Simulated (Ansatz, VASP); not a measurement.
**KI: VASP beside Ansatz**

```
I K
1.0
     0.00000    3.53277    3.53277
     3.53277    0.00000    3.53277
     3.53277    3.53277    0.00000
I K
1 1
Direct
  0.50000 0.50000 0.50000
  0.00000 0.00000 0.00000
```

Alike in both runs: task single point; functional PBE; k mesh 4 × 4 × 4; occupations fermi-dirac, width 0.05 eV; no spin polarisation.

```csv
,VASP,Ansatz
version,VASP 6.6.1,Ansatz 0.2.0
potentials or method,"VASP PAW PBE potentials, release 64 (I, K_sv)",Ansatz PAW
plane-wave cutoff (eV),520,420
valence electrons in the cell,16,26
```

VASP gave:

```
gap on the k mesh at the Fermi level (eV) : 3.96
least direct gap on the mesh (eV)         : 3.96
pressure (GPa)                            : 0.6
```

Task: What did Ansatz give for the same quantities?

Result: gap on the k mesh at the Fermi level (eV): 3.97; least direct gap on the mesh (eV): 3.97; pressure (GPa): 0.6.

VASP's potentials hold 16 valence electrons a cell and Ansatz's 26, so a difference there can come from the potentials and not from the codes.

Spin-orbit coupling is off throughout.
